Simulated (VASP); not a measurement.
# K3AsOs (P4mm) in VASP: notebook, part 2 of 2

VASP 6.6.1. The steps go on from the part before.

### 4 Relaxation of cell and atoms, PBE

File INCAR:

```
PREC = Accurate
ENCUT = 600
EDIFF = 1E-6
ISMEAR = 0
SIGMA = 0.1
LREAL = False
LASPH = True
NELM = 100
ALGO = Normal
ISIF = 3
LWAVE = False
LCHARG = False
GGA = PE
IBRION = 2
NSW = 90
EDIFFG = -0.04
```

File KPOINTS:

```
regular mesh
0
Gamma
  4 4 4
```

File POSCAR:

```
K3AsOs
1.0
    4.9634091595      0.0000000000      0.0000000000
    0.0000000000      4.9634091595      0.0000000000
    0.0000000000      0.0000000000      5.0256072692
K As Os
3 1 1
Direct
    0.5000000000      0.5000000000      0.9750000000
    0.0000000000      0.5000000000      0.4850000000
    0.5000000000      0.0000000000      0.4850000000
    0.5000000000      0.5000000000      0.5150000000
    0.0000000000      0.0000000000      0.0000000000
```

Potentials or basis: VASP PAW PBE potentials, release 64 (K_sv, As, Os).

On the command line:

```bash
$ cat potpaw_PBE.64/K_sv/POTCAR potpaw_PBE.64/As/POTCAR potpaw_PBE.64/Os/POTCAR > POTCAR
$ mpirun -np 1 vasp_std > vasp.out
```

OUTCAR:

```text
PREC = Accurate
   ENCUT = 600
   EDIFF = 1E-6
   ISMEAR = 0
   LREAL = False
   LASPH = True
   NELM = 100
   ISIF = 3
   GGA = PE
   IBRION = 2
   NSW = 90
   EDIFFG = -0.04

 ion  position               nearest neighbor table
   1  0.500  0.500  0.975-   4 2.31   4 2.71   3 3.50   2 3.50   3 3.50   2 3.50   5 3.51   5 3.51
                             5 3.51   5 3.51   2 3.57   3 3.57   3 3.57   2 3.57
   2  0.000  0.500  0.485-   4 2.49   4 2.49   5 3.48   5 3.48   1 3.50   1 3.50   3 3.51   3 3.51
                             3 3.51   3 3.51   1 3.57   1 3.57   5 3.59   5 3.59
   3  0.500  0.000  0.485-   4 2.49   4 2.49   5 3.48   5 3.48   1 3.50   1 3.50   2 3.51   2 3.51
                             2 3.51   2 3.51   1 3.57   1 3.57   5 3.59   5 3.59
   4  0.500  0.500  0.515-   1 2.31   2 2.49   3 2.49   3 2.49   2 2.49   1 2.71
   5  0.000  0.000  0.000-   2 3.48   3 3.48   2 3.48   3 3.48   1 3.51   1 3.51   1 3.51   1 3.51
                             2 3.59   3 3.59   3 3.59   2 3.59

  LATTYP: Found a simple tetragonal cell.
 ALAT       =     4.9634091595
 C/A-ratio  =     1.0125313283

  Lattice vectors:

 A1 = (   4.9634091595,   0.0000000000,   0.0000000000)
 A2 = (   0.0000000000,   4.9634091595,   0.0000000000)
 A3 = (   0.0000000000,   0.0000000000,   5.0256072692)

Analysis of symmetry for initial positions (statically):
=====================================================================
 Subroutine PRICEL returns:
 Original cell was already a primitive cell.

 Routine SETGRP: Setting up the symmetry group for a
 simple tetragonal supercell.

 Subroutine GETGRP returns: Found  8 space group operations
 (whereof  8 operations were pure point group operations)
 out of a pool of 16 trial point group operations.

The static configuration has the point symmetry C_4v.

Analysis of symmetry for dynamics (positions and initial velocities):
=====================================================================
 Subroutine PRICEL returns:
 Original cell was already a primitive cell.

 Routine SETGRP: Setting up the symmetry group for a
 simple tetragonal supercell.

 Subroutine GETGRP returns: Found  8 space group operations
 (whereof  8 operations were pure point group operations)
 out of a pool of 16 trial point group operations.

The dynamic configuration has the point symmetry C_4v.

 Subroutine INISYM returns: Found  8 space group operations
 (whereof  8 operations are pure point group operations),
[... 119 lines left out ...]
   LORBIT       =      0    0 simple, 1 ext, 2 COOP (PROOUT), +10 PAW based schemes
   GGA     = PE    functional components
   LHFCALC =     F    Hartree Fock is set to
   AEXX    =    0.0000 exact exchange contribution
   IVDW    =     0    specifies the selected vdW correction
   LEPSILON=     F    determine dielectric tensor
   LRPA    =     F    only Hartree local field effects (RPA)
 conjugate gradient relaxation of ions
 non-spin polarized calculation
 Gauss-broadening in eV      SIGMA  =   0.10
  energy-cutoff  :      600.00
  volume of cell :      123.81
 maximum number of plane-waves:      4148
 NGX is ok and might be reduce to    40
   NGX = 19   NGY = 19   NGZ = 21

--------------------------------------- Ionic step        1  -------------------------------------------

 number of electron      39.9999997 magnetization

 Free energy of the ion-electron system (eV)
  ---------------------------------------------------
  ext. energy  EPLUGINS =         0.00000000
  ---------------------------------------------------
  free energy    TOTEN  =        -6.62710871 eV

  energy without entropy =       -6.56239148  energy(sigma->0) =       -6.59475010

 E-fermi :   2.1649     XC(G=0):  -9.2962

 val. band max:        2.1394215841   @ k =   0.5000   0.5000   0.2500
 cond. band min:       2.2134317501   @ k =   0.2500   0.0000   0.5000
 fundamental gap:      0.0740101660
 Fermi energy:         2.1649089010

 k-point     1 :       0.0000    0.0000    0.0000
  band No.  band energies     occupation
      1     -27.7952      2.00000
      2     -27.5931      2.00000
      3     -27.5522      2.00000
      4     -12.2934      2.00000
      5     -12.1133      2.00000
      6     -12.1133      2.00000
[... 585 lines left out ...]
  FREE ENERGIE OF THE ION-ELECTRON SYSTEM (eV)
  ---------------------------------------------------
  free  energy   TOTEN  =       -11.5461393470 eV

  energy  without entropy=      -11.3767377671  energy(sigma->0) =      -11.46143856

[... ionic steps 4 to 53 ...]

--------------------------------------- Ionic step       54  -------------------------------------------

 number of electron      40.0000007 magnetization

------------------------ aborting loop because EDIFF is reached ----------------------------------------
[... 73 lines left out ...]
--------------------------------------- Ionic step       56  -------------------------------------------

 number of electron      40.0000007 magnetization

 Free energy of the ion-electron system (eV)
  ---------------------------------------------------
  ext. energy  EPLUGINS =         0.00000000
  ---------------------------------------------------
  free energy    TOTEN  =       -11.97531821 eV

  energy without entropy =      -11.81796002  energy(sigma->0) =      -11.89663912

 E-fermi :  -0.7483     XC(G=0):  -6.2503

 val. band max:       -0.7516871483   @ k =   0.5000   0.0000   0.5000
 cond. band min:      -0.7474850072   @ k =   0.5000   0.5000   0.5000
 fundamental gap:      0.0042021410
 Fermi energy:        -0.7483396832

 k-point     1 :       0.0000    0.0000    0.0000
  band No.  band energies     occupation
      1     -31.4706      2.00000
      2     -30.6405      2.00000
      3     -30.6340      2.00000
      4     -15.0150      2.00000
      5     -15.0150      2.00000
      6     -14.8779      2.00000
[... 507 lines left out ...]
  FREE ENERGIE OF THE ION-ELECTRON SYSTEM (eV)
  ---------------------------------------------------
  free  energy   TOTEN  =       -11.9753182118 eV

  energy  without entropy=      -11.8179600212  energy(sigma->0) =      -11.89663912

 reached required accuracy - stopping structural energy minimisation
```

OSZICAR:

```text
N       E                     dE             d eps       ncg     rms          rms(c)
DAV:   1     0.338873284728E+03    0.33887E+03   -0.20340E+04   872   0.169E+03
DAV:   2     0.190042233598E+02   -0.31987E+03   -0.31386E+03  1056   0.472E+02
DAV:   3    -0.789828712775E+01   -0.26903E+02   -0.26533E+02  1424   0.100E+02
[... 657 lines left out ...]
DAV:   2    -0.171921860443E+02   -0.47917E+01   -0.86394E+01  1368   0.197E+01    0.129E+01
DAV:   3    -0.126010829725E+02    0.45911E+01   -0.23491E+01  1168   0.802E+00    0.502E+00
DAV:   4    -0.121739535971E+02    0.42713E+00   -0.97575E-01  1144   0.262E+00    0.354E+00
DAV:   5    -0.120159068382E+02    0.15805E+00   -0.13334E+00  1392   0.244E+00    0.309E+00
DAV:   6    -0.119530445145E+02    0.62862E-01   -0.54925E-01  1312   0.196E+00    0.895E-01
DAV:   7    -0.119519735569E+02    0.10710E-02   -0.42799E-02  1400   0.488E-01    0.837E-01
DAV:   8    -0.119523345520E+02   -0.36100E-03   -0.15449E-02  1648   0.251E-01    0.652E-01
DAV:
```

Wall time 55 min (1 thread of Intel Xeon Platinum 8375C at 2.90GHz (Ice Lake), shared host); peak memory 0.29 GiB.

What came out:

```yaml
Free_energy: -11.9753 eV
Relaxed_volume: 51.68 Å³/atom
Relaxed_cell: a = 6.298 Å, b = 6.298 Å, c = 6.514 Å, α = 90.00°, β = 90.00°, γ = 90.00°
Space_group_after_relaxing_to_0.1_Å: P4mm (No. 99)
Energy_gained_by_relaxing: 1069.6 meV/atom
Ionic_steps: 56
Pressure_after_relaxing: 0.0 GPa
Largest_force_after_relaxing: 0.039 eV/Å
Band_gap_on_the_k_mesh: zero (bands 20 and 21 overlap by 0.14 eV)
```

Forces in eV/Å, atoms in the order of the input:
```
K    0.000  0.000  0.039
K    0.000  0.000 -0.002
K    0.000  0.000 -0.002
As   0.000  0.000  0.000
Os   0.000  0.000 -0.035
```

The path:
| step | energy change (eV) | largest force (eV/Å) | pressure (GPa) | volume (Å³) |
| --- | --- | --- | --- | --- |
| 1 | 0.0000 | 4.2821 | 23.82 | 123.81 |
| 3 | -4.9190 | 1.4159 | 1.67 | 213.70 |
| 5 | -4.9562 | 1.5051 | 0.64 | 234.52 |
| 7 | -5.1517 | 0.2644 | -0.40 | 253.38 |
| 9 | -5.1893 | 0.0533 | -0.08 | 242.50 |
| 11 | -5.1909 | 0.0419 | -0.01 | 240.34 |
| 13 | -5.1910 | 0.0435 | 0.01 | 240.05 |
| 15 | -5.1920 | 0.0440 | -0.01 | 240.64 |
| 17 | -5.1937 | 0.0495 | 0.02 | 239.96 |
| 19 | -5.1993 | 0.0700 | 0.16 | 236.87 |
| 21 | -5.2005 | 0.1161 | 0.27 | 234.61 |
| 23 | -5.2009 | 0.1183 | 0.27 | 234.60 |
| 25 | -5.2025 | 0.1248 | 0.27 | 234.56 |
| 27 | -5.2093 | 0.1461 | 0.29 | 234.41 |
| 29 | -5.2329 | 0.1996 | 0.37 | 233.82 |
| 31 | -5.2383 | 0.2037 | 0.41 | 233.63 |
| 33 | -5.2404 | 0.2024 | 0.45 | 233.48 |
| 35 | -5.2612 | 0.1612 | 0.38 | 237.21 |
| 37 | -5.2917 | 0.1759 | 0.12 | 242.55 |
| 39 | -5.3012 | 0.1927 | -0.12 | 247.97 |
| 41 | -5.3121 | 0.0815 | 0.03 | 245.32 |
| 43 | -5.3135 | 0.0667 | 0.10 | 244.03 |
| 45 | -5.3228 | 0.1564 | -0.01 | 249.94 |
| 47 | -5.3254 | 0.2186 | -0.11 | 254.80 |
| 49 | -5.3323 | 0.1847 | -0.12 | 256.76 |
| 51 | -5.3431 | 0.0414 | -0.22 | 265.67 |
| 53 | -5.3469 | 0.0536 | -0.05 | 259.99 |
| 55 | -5.3476 | 0.0400 | 0.01 | 258.36 |
| 56 | -5.3482 | 0.0386 | 0.00 | 258.40 |

Final structure:
```
CELL_PARAMETERS angstrom
6.29825 0.00000 0.00000
0.00000 6.29825 0.00000
0.00000 0.00000 6.51413
ATOMIC_POSITIONS crystal
K 0.50000 0.50000 0.94313
K 0.00000 0.50000 0.43377
K 0.50000 0.00000 0.43377
As 0.50000 0.50000 0.43458
Os 0.00000 0.00000 0.21476
```

Caveat: the volume moved by over 15 % at a fixed basis, so the end points are rough; spin-orbit coupling is left out, which moves the levels of the heavy elements.

### 5 Single point, PBE

This run uses another cell than the first one, of 51.62 Å³/atom.

File INCAR:

```
SYSTEM = K3AsOs
ALGO     = Fast           ! electronic algorithm
EDIFF    = 1E-7           ! SCF threshold, eV
ENCUT    = 520            ! plane-wave cutoff, eV
GGA      = PE             ! functional
ISIF     = 2              ! what is computed and relaxed
ISMEAR   = 0              ! smearing method
LASPH    = .True.         ! aspherical terms in the spheres
LCHARG   = .True.         ! write CHGCAR
LELF     = .True.         ! ELF
LREAL    = .False.        ! projectors in reciprocal space
LVHAR    = .True.       
LWAVE    = .False.        ! write WAVECAR
NBANDS   = 28             ! bands
NELM     = 60             ! most SCF steps
PREC     = Accurate       ! precision mode
SIGMA    = 0.1            ! smearing width, eV
```

File KPOINTS:

```
k-points
0
Gamma
  6 6 6
  0 0 0
```

File POSCAR:

```
K3AsOs
1.0
    6.2836762152      0.0000000000      0.0000000000
    0.0000000000      6.2836762152      0.0000000000
    0.0000000000      0.0000000000      6.5363014100
K As Os
3 1 1
Direct
    0.5000000000      0.5000000000      0.9551854589
    0.0000000000      0.5000000000      0.4314200471
    0.5000000000      0.0000000000      0.4314200471
    0.5000000000      0.5000000000      0.4475416588
    0.0000000000      0.0000000000      0.1944327881
```

On the command line:

```bash
$ cat potpaw_PBE.64/K_sv/POTCAR potpaw_PBE.64/As/POTCAR potpaw_PBE.64/Os/POTCAR > POTCAR
$ mpirun -np 1 vasp_std > vasp.out
```

Run time: 12 min. Hardware: 1 thread of Intel Xeon Platinum 8375C at 2.90GHz (Ice Lake), shared host; peak memory 0.53 GiB.

The run converged. Its results:

```yaml
Free_energy: -11.9984 eV
Pressure: 0.0 GPa
Largest_force: 0.008 eV/Å
Band_gap_on_the_k_mesh: zero (bands 20 and 21 overlap by 0.14 eV)
```

Forces in eV/Å, atoms in the order of the input:
```
K    0.000  0.000  0.008
K    0.000  0.000 -0.006
K    0.000  0.000 -0.006
As   0.000  0.000  0.001
Os   0.000  0.000  0.004
```

Levels at points of the mesh, in eV from the Fermi level:
```
           k point  band 19  band 20  band 21  band 22  band 23  band 24
(0.00, 0.00, 0.00)    -0.12     0.10     0.10     0.11     2.20     3.40
(0.50, 0.00, 0.00)    -0.09    -0.07    -0.03     0.30     1.33     2.98
(0.50, 0.50, 0.00)    -0.07    -0.07    -0.04     0.09     2.32     2.32
(0.00, 0.00, 0.50)    -0.14     0.01     0.13     0.13     1.46     3.14
(0.50, 0.00, 0.50)    -0.08    -0.05    -0.01     0.25     2.02     2.21
(0.50, 0.50, 0.50)    -0.06    -0.05    -0.01     0.01     2.26     2.34
```

Caveat: spin-orbit coupling is left out, which moves the levels of the heavy elements.

### 6 The runs side by side

```csv
task,cell,k mesh,cutoff (eV),gap on the mesh (eV),pressure (GPa),largest force (eV/Å)
single point,"a = 4.963, b = 4.963, c = 5.026 Å, 5 atoms, atomic positions A",4 × 4 × 4,520,none,23.8,4.28
single point,"a = 6.280, b = 6.280, c = 6.481 Å, 5 atoms, atomic positions B",4 × 4 × 4,520,none,0.1,0.03
relaxation of cell and atoms,"relaxed from a = 4.963, b = 4.963, c = 5.026 Å, 5 atoms, atomic positions A",4 × 4 × 4,600,none,0.0,0.04
single point,"a = 6.284, b = 6.284, c = 6.536 Å, 5 atoms, atomic positions C",6 × 6 × 6,520,none,0.0,0.01
```

Alike in all rows: level PBE; potentials or basis VASP PAW PBE potentials, release 64 (K_sv, As, Os); no spin polarisation; smearing gaussian 0.1 eV.

Caveats: spin-orbit coupling is left out, which moves the levels of the heavy elements; the cell stands under pressure (at least some runs); forces of over 1 eV/Å act on the atoms, so gaps and moduli don't describe the material at rest (at least some runs); the volume moved by over 15 % at a fixed basis, so the end points are rough (at least some runs).

Absolute energies hang on the potentials; compare differences alone.

The gap in the log of VASP goes by the Fermi energy; the results here count the filled bands.